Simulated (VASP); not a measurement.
NaCl: relaxation of cell and atoms with PBEsol

NaCl:

```
Na Cl
1.0
     0.00000    2.83175    2.83175
     2.83175    0.00000    2.83175
     2.83175    2.83175    0.00000
Na Cl
1 1
Direct
  0.00000 0.00000 0.00000
  0.50000 0.50000 0.50000
```

- Program: VASP 6.6.1
- Task: relaxation of cell and atoms
- Functional: PBEsol
- Potentials or basis: VASP PAW PBE potentials, release 64 (Na_pv, Cl)
- Cutoff: 600 eV
- k mesh: 8 × 8 × 8
- Occupations: gaussian, width 0.02 eV
- Spin: no spin polarisation
- Dipole correction: no
- Further INCAR settings: ALGO = Normal; EDIFF = 1e-07; IBRION = 2; EDIFFG = -0.005; NSW = 100; ISIF = 3

```yaml
Relaxed_volume: 22.03 Å³/atom
Relaxed_cell: a = 3.964 Å, b = 3.964 Å, c = 3.964 Å, α = 60.00°, β = 60.00°, γ = 60.00°
Space_group_after_relaxing_to_0.05_Å: Fm-3m (No. 225)
Energy_gained_by_relaxing: 1.7 meV/atom
Ionic_steps: 3
Pressure_after_relaxing: 0.0 GPa
Band_gap_on_the_k_mesh: 5.00 eV, direct
```

The path:
```tsv
step	energy change (eV)	largest force (eV/Å)	pressure (GPa)	volume (Å³)
1	0.0000	0.0000	-0.75	45.41
2	-0.0025	0.0000	-0.39	44.72
3	-0.0034	0.0000	-0.02	44.06
```

Final structure:
```
Na Cl
1.0
     0.00000    2.80329    2.80329
     2.80329    0.00000    2.80329
     2.80329    2.80329    0.00000
Na Cl
1 1
Direct
  0.00000 0.00000 0.00000
  0.50000 0.50000 0.50000
```

Levels at points of the mesh, in eV from the valence-band top:
```
           k point  band 3  band 4  band 5  band 6  band 7  band 8  band 9  band 10  band 11
(0.00, 0.00, 0.00)  -20.62  -12.69    0.00    0.00    0.00    5.00   11.01    11.01    11.01
(0.50, 0.00, 0.00)  -20.62  -12.32   -2.03   -0.28   -0.28    7.11   10.64    10.90    10.90
(0.50, 0.50, 0.00)  -20.63  -12.27   -1.75   -0.63   -0.63    7.49    7.87    11.25    14.78
```

Wall time 23 s on 1 thread of Intel(R) Xeon(R) Platinum 8259CL CPU @ 2.50GHz (Skylake/Cascade Lake), with other jobs on the host, peak memory 0.17 GiB.

Caveat: the PAW data sets were made with another functional, which shifts forces and pressure a little. PBEsol gaps usually lie below the measured ones, often by a third to a half.
